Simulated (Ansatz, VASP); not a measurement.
**Co in VASP and in Ansatz**

File INCAR:

```
PREC = Accurate
ENCUT = 520
EDIFF = 1E-6
ISMEAR = -1
SIGMA = 0.05
LREAL = F
LASPH = T
NELM = 150
ALGO = Fast
ISIF = 2
LWAVE = F
LCHARG = F
ISPIN = 2
MAGMOM = 2 2 2 2
LORBIT = 11
LMAXMIX = 4
GGA = RP
IVDW = 12
NBANDS = 30
```

KPOINTS

```
Automatic mesh
0
Gamma
  12 12 4
```

File POSCAR:

```
Co
1.0
    2.4371717178      0.0000000000      0.0000000000
   -1.2185858589      2.1106526210      0.0000000000
    0.0000000000      0.0000000000      7.9789199430
Co
4
Direct
    0.6666666667      0.3333333333      0.7500000000
    0.0000000000      0.0000000000      0.5000000000
    0.3333333333      0.6666666667      0.2500000000
    0.0000000000      0.0000000000      0.0000000000
```

input.yaml

```yaml
crystal:
  lattice:
    - [2.4371717178, 0.0, 0.0]
    - [-1.2185858589, 2.110652621, 0.0]
    - [0.0, 0.0, 7.978919943]
  atoms:
    - { symbol: Co, position: [0.6666666667, 0.3333333333, 0.75], spin: 2.0 }
    - { symbol: Co, position: [0.0, 0.0, 0.5], spin: 2.0 }
    - { symbol: Co, position: [0.3333333333, 0.6666666667, 0.25], spin: 2.0 }
    - { symbol: Co, position: [0.0, 0.0, 0.0], spin: 2.0 }
hamiltonian:
  xc: rpbe
  pseudopotentials: { kind: paw }
  dispersion: d3bj
magnetization:
  spin_polarized: true
kpoints:
  mp_grid: { grid: [12, 12, 4] }
scf:
  occupations: { method: fermi_dirac, width: 0.05 }
output:
  forces: true
  stress: true
  eigenvalues: true
  write_density: true
  write_potential: true
  elf: true
  volumetric_format: npy
```

Alike in both runs: task single point; functional RPBE; dispersion D3(BJ); k mesh 12 × 12 × 4; occupations fermi-dirac, width 0.05 eV; collinear spin.

|  | VASP | Ansatz |
| --- | --- | --- |
| version | VASP 6.6.1 | Ansatz 0.2.0 |
| potentials or method | VASP PAW PBE potentials, release 64 (Co) | Ansatz PAW |
| plane-wave cutoff (eV) | 520 | 420 |
| valence electrons in the cell | 36 | 68 |

```tsv
	VASP	Ansatz	Ansatz less VASP
gap on the k mesh at the Fermi level (eV)	none	none	-
pressure (GPa)	-13.2	-12.1	+1.13
traceless stress, the component that is largest in VASP (GPa)	-2.79	-2.88	-0.096
net moment per atom (μB)	1.61	1.62	+0.012
size of the moment on the site where the two differ most (μB)	1.63	1.71	+0.075
```

VASP's potentials were made for PBE, not for RPBE. Site moments also hang on the region over which each program counts them. A gap of «none» marks a metal or a gap that the smearing closes. VASP's potentials hold 36 valence electrons a cell and Ansatz's 68, so a difference there can come from the potentials and not from the codes.
